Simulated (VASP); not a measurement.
The system is Ag.

```
Ag
1.0
     2.66000    0.00000    0.00000
     0.00000    2.66000    0.00000
     0.00000    0.00000    2.66000
Ag
1
Direct
  0.00000 0.00000 0.00000
```

This isn't the form of Ag at room conditions, which is fcc.

```yaml
Program: VASP 6.6.1
Task: relaxation of cell and atoms
Functional: PBE
Potentials_or_basis: VASP PAW PBE potentials, release 64 (Ag)
Cutoff: 500 eV
k_mesh: 16 × 16 × 16
Occupations: fermi-dirac, width 0.1 eV
Spin: no spin polarisation
```

At the start: pressure 8.8 GPa; volume 18.82 Å³/atom.

Problem. How do energy, volume and symmetry change on relaxing?

Solution. Over 3 steps the energy falls by 48.9 meV/atom and the volume is 20.80 Å³/atom (+10.5 %); space group Pm-3m (No. 221, to 0.1 Å) before and after.

The path:
| step | energy change (eV) | largest force (eV/Å) | pressure (GPa) | volume (Å³) |
| --- | --- | --- | --- | --- |
| 1 | 0.0000 | 0.0000 | 8.82 | 18.82 |
| 2 | -0.0403 | 0.0000 | -2.68 | 21.79 |
| 3 | -0.0489 | 0.0000 | 0.04 | 20.80 |

Final structure:
```cif
data_structure
_symmetry_space_group_name_H-M 'P 1'
_symmetry_Int_Tables_number 1
_cell_length_a 2.7500
_cell_length_b 2.7500
_cell_length_c 2.7500
_cell_angle_alpha 90.000
_cell_angle_beta 90.000
_cell_angle_gamma 90.000
_cell_volume 20.80
loop_
_atom_site_label
_atom_site_type_symbol
_atom_site_fract_x
_atom_site_fract_y
_atom_site_fract_z
_atom_site_occupancy
Ag1 Ag 0.00000 0.00000 0.00000 1
```
